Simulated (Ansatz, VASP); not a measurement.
## One calculation of Al, two programs

File INCAR:

```
SYSTEM = Al
PREC = Accurate
ENCUT = 600
EDIFF = 1E-6
ISMEAR = -1
SIGMA = 0.1
LREAL = .False.
LASPH = .True.
NELM = 100
ALGO = Normal
ISIF = 3
LWAVE = .False.
LCHARG = .False.
GGA = RP
IBRION = 2
NSW = 80
EDIFFG = -0.01
```

File KPOINTS:

```
regular mesh
0
Gamma
  8 8 11
  0 0 0
```

The input POSCAR:

```
Al
1.0
    4.5439481664      0.0000000000      0.0000000000
   -2.2719740832      3.9351745456      0.0000000000
    0.0000000000      0.0000000000      2.7854402260
Al
3
Direct
    0.0000000000      0.0000000000      0.0000000000
    0.3333333333      0.6666666667      0.5000000000
    0.6666666667      0.3333333333      0.5000000000
```

Input for Ansatz:

```yaml
crystal:
  lattice:
    - [4.5439481664, 0.0, 0.0]
    - [-2.2719740832, 3.9351745456, 0.0]
    - [0.0, 0.0, 2.785440226]
  atoms:
    - { symbol: Al, position: [0.0, 0.0, 0.0] }
    - { symbol: Al, position: [0.3333333333, 0.6666666667, 0.5] }
    - { symbol: Al, position: [0.6666666667, 0.3333333333, 0.5] }
hamiltonian:
  xc: rpbe
  pseudopotentials:
    kind: paw
    azcp:
      Al: "pseudopotentials/Al.paw.azcp"
basis:
  ecutwfc: 420
  fft_grid_basis: typed
kpoints:
  mp_grid: { grid: [8, 8, 11], shift: [0, 0, 0] }
magnetization:
  spin_polarized: false
scf:
  occupations: { method: fermi_dirac, width: 0.1 }
relax:
  max_steps: 60
  f_tol: 0.01
  cell: {}
```

Alike in both runs: task relaxation of cell and atoms; functional RPBE; k mesh 8 × 8 × 11; occupations fermi-dirac, width 0.1 eV; no spin polarisation.

|  | VASP | Ansatz |
| --- | --- | --- |
| version | VASP 6.6.1 | Ansatz 0.2.0 |
| potentials or method | VASP PAW PBE potentials, release 64 (Al), cutoff 600 eV | plane waves (420 eV) with PAW, scalar-relativistic |
| valence electrons in the cell | 9 | 9 |

```tsv
	VASP	Ansatz	Ansatz less VASP
relaxed volume (Å³/atom)	17.51	17.53	+0.023
relaxed cell length with the largest relative difference (Å)	4.609	4.612	+0.0022
```

VASP's potentials were made for PBE, not for RPBE.
